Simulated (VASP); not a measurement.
# KSb5 (P6/mmm) in VASP: relaxation of cell and atoms with PBE

Aim: the relaxation of cell and atoms of KSb5 with PBE.

Everything below comes from runs of VASP 6.6.1. Logs are shortened: lines on timing, memory, paths and dates and some standing lists are left out, and cuts for length are marked.

## 1. The cell of the first run

Symmetry: P6/mmm, No. 191, hexagonal system. The conventional cell has a = 6.475 Å, b = 6.475 Å, c = 9.708 Å, α = 90.00°, β = 90.00°, γ = 120.00°. Within 4.3 Å of K (site symmetry 6/mmm) lie 8 Sb at 3.24 to 3.60 Å. Sb (site symmetry mmm) has 2 K at 3.24 Å and 4 Sb at 3.24 Å within 4.3 Å. Within 3.3 Å of Sb (site symmetry 6mm) lie 1 Sb at 2.50 Å.

## 2. Relaxation of cell and atoms, PBE

INCAR

```
PREC = Accurate ; ENCUT = 600
EDIFF = 1E-6 ; ISMEAR = 0
SIGMA = 0.1 ; LREAL = F
LASPH = T ; NELM = 100
ALGO = Normal ; ISIF = 3
LWAVE = F ; LCHARG = F
GGA = PE ; IBRION = 2
NSW = 100 ; EDIFFG = -0.01
```

KPOINTS

```
Automatic mesh
0
Gamma
  9 9 4
```

POSCAR

```
KSb5
1.0
    6.4754021204      0.0000000000      0.0000000000
   -3.2377010602      5.6078627360      0.0000000000
    0.0000000000      0.0000000000      9.7077611762
K Sb
1 5
Direct
    0.0000000000      0.0000000000      0.0000000000
    0.5000000000      0.0000000000      0.0000000000
    0.0000000000      0.5000000000      0.0000000000
    0.5000000000      0.5000000000      0.0000000000
    0.0000000000      0.0000000000      0.6289349592
    0.0000000000      0.0000000000      0.3710650408
```

Potentials or basis: VASP PAW PBE potentials, release 64 (K_sv, Sb).

The run is started by

```
$ cat potpaw_PBE.64/K_sv/POTCAR potpaw_PBE.64/Sb/POTCAR > POTCAR
$ mpirun -np 1 vasp_std > vasp.out
```

OUTCAR:

```text
PREC = Accurate
   ENCUT = 600
   EDIFF = 1E-6
   ISMEAR = 0
   LREAL = F
   LASPH = T
   NELM = 100
   ISIF = 3
   GGA = PE
   IBRION = 2
   NSW = 100
   EDIFFG = -0.01

 ion  position               nearest neighbor table
   1  0.000  0.000  0.000-   2 3.24   2 3.24   4 3.24   3 3.24   3 3.24   4 3.24   6 3.60   5 3.60

   2  0.500  0.000  0.000-   1 3.24   1 3.24   4 3.24   4 3.24   3 3.24   3 3.24
   3  0.000  0.500  0.000-   4 3.24   4 3.24   1 3.24   1 3.24   2 3.24   2 3.24
   4  0.500  0.500  0.000-   3 3.24   3 3.24   1 3.24   2 3.24   2 3.24   1 3.24
   5  0.000  0.000  0.629-   6 2.50   1 3.60
   6  0.000  0.000  0.371-   5 2.50   1 3.60

  LATTYP: Found a hexagonal cell.
 ALAT       =     6.4754021204
 C/A-ratio  =     1.4991750312

  Lattice vectors:

 A1 = (   6.4754021204,   0.0000000000,   0.0000000000)
 A2 = (  -3.2377010602,   5.6078627360,   0.0000000000)
 A3 = (   0.0000000000,   0.0000000000,   9.7077611762)

Analysis of symmetry for initial positions (statically):
=====================================================================
 Subroutine PRICEL returns:
 Original cell was already a primitive cell.

 Routine SETGRP: Setting up the symmetry group for a
 hexagonal supercell.

 Subroutine GETGRP returns: Found 24 space group operations
 (whereof 24 operations were pure point group operations)
 out of a pool of 24 trial point group operations.

The static configuration has the point symmetry D_6h.

Analysis of symmetry for dynamics (positions and initial velocities):
=====================================================================
 Subroutine PRICEL returns:
 Original cell was already a primitive cell.

 Routine SETGRP: Setting up the symmetry group for a
 hexagonal supercell.

 Subroutine GETGRP returns: Found 24 space group operations
 (whereof 24 operations were pure point group operations)
 out of a pool of 24 trial point group operations.

The dynamic configuration has the point symmetry D_6h.

 Subroutine INISYM returns: Found 24 space group operations
 (whereof 24 operations are pure point group operations),
 and found     1 'primitive' translations

----------------------------------------------------------------------------------------

                                     Primitive cell

  volume of cell :     352.5195

  direct lattice vectors                    reciprocal lattice vectors
     6.475402120  0.000000000  0.000000000     0.154430564  0.089160528  0.000000000
[... 113 lines left out ...]
     AMIX     =   0.40;   BMIX     =  1.00
     AMIX_MAG =   1.60;   BMIX_MAG =  1.00
  volume/ion in A,a.u.               =      58.75       396.49
  Fermi-wavevector in a.u.,A,eV,Ry     =   0.750770  1.418749  7.668994  0.563655
  Thomas-Fermi vector in A             =   1.847597
   LORBIT       =      0    0 simple, 1 ext, 2 COOP (PROOUT), +10 PAW based schemes
   GGA     = PE    functional components
   LHFCALC =     F    Hartree Fock is set to
   AEXX    =    0.0000 exact exchange contribution
   IVDW    =     0    specifies the selected vdW correction
   LEPSILON=     F    determine dielectric tensor
   LRPA    =     F    only Hartree local field effects (RPA)
 conjugate gradient relaxation of ions
 non-spin polarized calculation
 Gauss-broadening in eV      SIGMA  =   0.10
  energy-cutoff  :      600.00
  volume of cell :      352.52
 maximum number of plane-waves:     11829
 NGX is ok and might be reduce to    54
   NGX = 25   NGY = 25   NGZ = 39

--------------------------------------- Ionic step        1  -------------------------------------------

 number of electron      34.0000002 magnetization

 Free energy of the ion-electron system (eV)
  ---------------------------------------------------
  ext. energy  EPLUGINS =         0.00000000
  ---------------------------------------------------
  free energy    TOTEN  =       -18.26242453 eV

  energy without entropy =      -18.23570552  energy(sigma->0) =      -18.24906502

------------------------ aborting loop because EDIFF is reached ----------------------------------------

  FORCE on cell =-STRESS in cart. coord.  units (eV):
  Direction    XX          YY          ZZ          XY          YZ          ZX
  --------------------------------------------------------------------------------------
  -------------------------------------------------------------------------------------
  Total       -0.7491834     -0.7491834      0.0225329      0.0000000      0.0000000      0.0000000
  in kB       -3.4049877     -3.4049877      0.1024107      0.0000000      0.0000000      0.0000000
  external PRESSURE =      -2.2358549 kB  Pullay stress =       0.0000000 kB
[... 101 lines left out ...]
  FREE ENERGIE OF THE ION-ELECTRON SYSTEM (eV)
  ---------------------------------------------------
  free  energy   TOTEN  =       -18.2681378340 eV

  energy  without entropy=      -18.2426419977  energy(sigma->0) =      -18.25538992

[... ionic steps 4 to 8 ...]

--------------------------------------- Ionic step        9  -------------------------------------------

 number of electron      34.0000002 magnetization

------------------------ aborting loop because EDIFF is reached ----------------------------------------
[... 75 lines left out ...]
--------------------------------------- Ionic step       11  -------------------------------------------

 number of electron      34.0000002 magnetization

 Free energy of the ion-electron system (eV)
  ---------------------------------------------------
  ext. energy  EPLUGINS =         0.00000000
  ---------------------------------------------------
  free energy    TOTEN  =       -18.27052268 eV

  energy without entropy =      -18.24574874  energy(sigma->0) =      -18.25813571

 E-fermi :   0.9851     XC(G=0):  -6.3476

 val. band max:        0.9826560430   @ k =   0.2222  -0.0000   0.5000
 cond. band min:       0.9971926342   @ k =   0.1111   0.1111   0.2500
 fundamental gap:      0.0145365913
 Fermi energy:         0.9850689365

 k-point     1 :       0.0000    0.0000    0.0000
  band No.  band energies     occupation
      1     -29.2418      2.00000
      2     -12.9228      2.00000
      3     -12.9228      2.00000
      4     -12.8015      2.00000
      5      -9.6481      2.00000
      6      -9.1674      2.00000
[... 565 lines left out ...]
     20       1.8271      0.00000
     21       2.0271      0.00000

 [... further k-points ...]
[... 5 lines left out ...]
  --------------------------------------------------------------------------------------
  -------------------------------------------------------------------------------------
  Total       -0.0094167     -0.0094167     -0.0306576      0.0000000      0.0000000     -0.0000000
  in kB       -0.0440823     -0.0440823     -0.1435173      0.0000000      0.0000000     -0.0000000
  external PRESSURE =      -0.0772273 kB  Pullay stress =       0.0000000 kB
[... 21 lines left out ...]
  FREE ENERGIE OF THE ION-ELECTRON SYSTEM (eV)
  ---------------------------------------------------
  free  energy   TOTEN  =       -18.2705226824 eV

  energy  without entropy=      -18.2457487390  energy(sigma->0) =      -18.25813571

 reached required accuracy - stopping structural energy minimisation
```

Run time: 23 min. Hardware: 1 thread of AMD EPYC 9R45 (Zen 5), shared host; peak memory 0.74 GiB.

Results:

```yaml
Free_energy: -18.2705 eV
Relaxed_volume: 57.04 Å³/atom
Relaxed_cell: a = 6.424 Å, b = 6.424 Å, c = 9.575 Å, α = 90.00°, β = 90.00°, γ = 120.00°
Space_group_after_relaxing_to_0.05_Å: P6/mmm (No. 191)
Energy_gained_by_relaxing: 1.3 meV/atom
Ionic_steps: 11
Pressure_after_relaxing: 0.0 GPa
Band_gap_on_the_k_mesh: zero (band 17 reaches 1.44 eV, above the bottom of band 18 at 0.92 eV)
```

Forces on the atoms (eV/Å):
```
K    0.000  0.000  0.000
Sb   0.000  0.000  0.000
Sb   0.000  0.000  0.000
Sb   0.000  0.000  0.000
Sb   0.000  0.000  0.002
Sb   0.000  0.000 -0.002
```

Step by step:
| step | energy change (eV) | largest force (eV/Å) | pressure (GPa) | volume (Å³) |
| --- | --- | --- | --- | --- |
| 1 | 0.0000 | 0.1053 | -0.22 | 352.52 |
| 2 | -0.0056 | 0.0601 | -0.11 | 348.35 |
| 3 | -0.0057 | 0.0777 | -0.10 | 347.85 |
| 4 | -0.0060 | 0.1693 | 0.07 | 344.95 |
| 5 | -0.0065 | 0.0563 | 0.00 | 346.25 |
| 6 | -0.0068 | 0.0507 | 0.00 | 345.72 |
| 7 | -0.0077 | 0.0335 | 0.00 | 344.13 |
| 8 | -0.0079 | 0.0008 | 0.01 | 340.95 |
| 9 | -0.0081 | 0.0148 | 0.01 | 342.21 |
| 10 | -0.0080 | 0.0640 | -0.03 | 342.48 |
| 11 | -0.0081 | 0.0023 | -0.01 | 342.25 |

Final structure:
```
K Sb
1.0
     6.42447    0.00000    0.00000
    -3.21223    5.56375    0.00000
     0.00000    0.00000    9.57502
K Sb
1 5
Cartesian
  0.0000 0.0000 0.0000
  3.2122 0.0000 0.0000
  -1.6061 2.7819 0.0000
  1.6061 2.7819 0.0000
  0.0000 0.0000 6.0424
  3.2122 5.5638 3.5326
```

Caveat: spin-orbit coupling is left out, which moves the levels of the heavy elements.
